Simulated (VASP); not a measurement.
Input of a VASP 6.6.1 run:

INCAR

```
PREC     = Accurate       # precision mode
ENCUT    = 520            # plane-wave cutoff, eV
EDIFF    = 1E-6           # SCF threshold, eV
ISMEAR   = 0              # smearing method
SIGMA    = 0.15           # smearing width, eV
LREAL    = False          # projectors in reciprocal space
LASPH    = True           # aspherical terms in the spheres
NELM     = 100            # most SCF steps
ALGO     = Fast           # electronic algorithm
ISIF     = 2              # what is computed and relaxed
LWAVE    = False          # write WAVECAR
LCHARG   = False          # write CHGCAR
GGA      = PS             # functional
NBANDS   = 18             # bands
```

KPOINTS

```
Automatic mesh
0
Gamma
  18 10 10
```

File POSCAR:

```
TiAl3
1.0
    2.7813912058      0.0000000000      0.0000000000
    0.0000000000      4.6710700323      0.0000000000
    0.0000000000      0.0000000000      4.8934030395
Ti Al
1 3
Direct
    0.1213421540      0.5000000000      0.1631682049
    0.5000000000      0.5000000000      0.6640465240
    0.5000000000      0.0000000000      0.3331101826
    0.0000000000      0.0000000000      0.8396740885
```

Potentials or basis: VASP PAW PBE potentials, release 64 (Ti_sv, Al).

Run with:

```bash
$ cat potpaw_PBE.64/Ti_sv/POTCAR potpaw_PBE.64/Al/POTCAR > POTCAR
$ mpirun -np 1 vasp_std > vasp.out
```

**Question.** What does it give for the pressure?

**Answer.** 1.2 GPa.

**Question.** Estimate the largest force.

**Answer.** 1.499 eV/Å.

Forces in eV/Å, atoms in the order of the input:
```
Ti  -1.477  0.000 -0.256
Al   0.847  0.000 -0.060
Al   0.744  0.000  0.159
Al  -0.114  0.000  0.157
```

Caveat: the cell differs from its parent crystal (atom 1 (Ti) moved +0.338 Å along Cartesian [1 0 0]); the PAW data sets were made with another functional, which shifts forces and pressure a little.
